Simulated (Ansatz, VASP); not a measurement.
One calculation of Ag, two programs

INCAR

```
SYSTEM = Ag
PREC     = Accurate       ! precision mode
ENCUT    = 520            ! plane-wave cutoff, eV
EDIFF    = 1E-6           ! SCF threshold, eV
ISMEAR   = 0              ! smearing method
SIGMA    = 0.2            ! smearing width, eV
LREAL    = .FALSE.        ! projectors in reciprocal space
LASPH    = .TRUE.         ! aspherical terms in the spheres
NELM     = 80             ! most SCF steps
ALGO     = Normal         ! electronic algorithm
ISIF     = 2              ! what is computed and relaxed
LWAVE    = .FALSE.        ! write WAVECAR
LCHARG   = .FALSE.        ! write CHGCAR
GGA      = PE             ! functional
NBANDS   = 30             ! bands
```

The input KPOINTS:

```
regular mesh
0
G
  8 4 4
  0 0 0
```

POSCAR

```
Ag
1.0
   -1.4660552254      1.4660552254      2.0740416034
    1.4660552254      4.3981656762     -2.0740416034
   -4.3981656762     -1.4660552254     -2.0740416034
Ag
4
Direct
    0.0000000000      0.0000000000      0.0000000000
    0.5000000000      0.5000000000      1.0000000000
    0.0000000000      0.5000000000      0.5000000000
    0.5000000000      1.0000000000      0.5000000000
```

Input for Ansatz:

```yaml
crystal:
  lattice:
    - [-1.4660552254, 1.4660552254, 2.0740416034]
    - [1.4660552254, 4.3981656762, -2.0740416034]
    - [-4.3981656762, -1.4660552254, -2.0740416034]
  atoms:
    - { symbol: Ag, position: [0.0, 0.0, 0.0] }
    - { symbol: Ag, position: [0.5, 0.5, 1.0] }
    - { symbol: Ag, position: [0.0, 0.5, 0.5] }
    - { symbol: Ag, position: [0.5, 1.0, 0.5] }
basis:
  ecutwfc: 420
kpoints:
  mp_grid: { grid: [8, 4, 4] }
hamiltonian:
  xc: pbe
scf:
  occupations: { method: gaussian, width: 0.2 }
  lower_state_search: "off"
output:
  forces: true
  stress: true
  eigenvalues: true
```

Alike in both runs: task single point; functional PBE; k mesh 8 × 4 × 4; occupations gaussian, width 0.2 eV; no spin polarisation.

```csv
,VASP,Ansatz
version,VASP 6.6.1,Ansatz 0.2.0
potentials or method,"VASP PAW PBE potentials, release 64 (Ag), cutoff 520 eV","scalar-relativistic, plane waves, PAW"
valence electrons in the cell,44,76
```

|  | VASP | Ansatz | Ansatz less VASP |
| --- | --- | --- | --- |
| gap on the k mesh at the Fermi level (eV) | none | none | - |
| pressure (GPa) | 0.2 | 0.3 | +0.12 |
| traceless stress, the component that is largest in VASP (GPa) | 0.24 | 0.24 | -0.002 |

A gap of «none» marks a metal or a gap that the smearing closes. The functional is the same, so the differences come from potentials, cutoffs and numerics. VASP's potentials hold 44 valence electrons a cell and Ansatz's 76, so a difference there can come from the potentials and not from the codes.
